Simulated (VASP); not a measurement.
Wanted: the native input for a VASP 6.6.1 run.

```
Task                   : single point
Functional             : PBE
Potentials or basis    : VASP PAW PBE potentials, release 64 (Sb)
Cutoff                 : 520 eV
k mesh                 : 14 × 10 × 10
Occupations            : gaussian, width 0.1 eV
Spin                   : no spin polarisation
Dipole correction      : no
Further INCAR settings : ALGO = Normal; EDIFF = 1e-06; NBANDS = 12
```

The structure of Sb lies in POSCAR:

```
Sb
1.0
    3.1104782567      0.0000000000     -0.0001344108
    0.0000000000      4.3964238707      0.0000000000
   -0.0096861368      0.0000000000      4.4830293794
Sb
2
Direct
    0.0001822398      0.7500000000      0.7499297071
    0.9998177602      0.2500000000      0.2500702929
```

This cell differs from its parent crystal: strain along c alone, the other axes held: +2.0 %, then relaxed in part.

These files were run (other wordings do the same):

INCAR

```
PREC = Accurate ; ENCUT = 520
EDIFF = 1E-6 ; ISMEAR = 0
SIGMA = 0.1 ; LREAL = False
LASPH = True ; NELM = 60
ALGO = Normal ; ISIF = 2
LWAVE = False ; LCHARG = True
GGA = PE ; LELF = True
LVHAR = True ; NBANDS = 12
```

KPOINTS

```
regular mesh
0
Gamma
  14 10 10
```

Potentials or basis: VASP PAW PBE potentials, release 64 (Sb).

Run with:

```bash
$ cat potpaw_PBE.64/Sb/POTCAR > POTCAR
$ mpirun -np 1 vasp_std > vasp.out
```

It gave:

```yaml
Pressure: -1.1 GPa
Band_gap_on_the_k_mesh: zero (band 5 reaches 11.78 eV, above the bottom of band 6 at 3.45 eV)
```

Caveat: the cell differs from its parent crystal (strain along c alone, the other axes held: +2.0 %, then relaxed in part); spin-orbit coupling is left out, which moves the levels of the heavy elements.

It took 2.1 min on 1 thread of Intel Xeon 6975P-C, with other jobs on the host, peak memory 0.39 GiB.
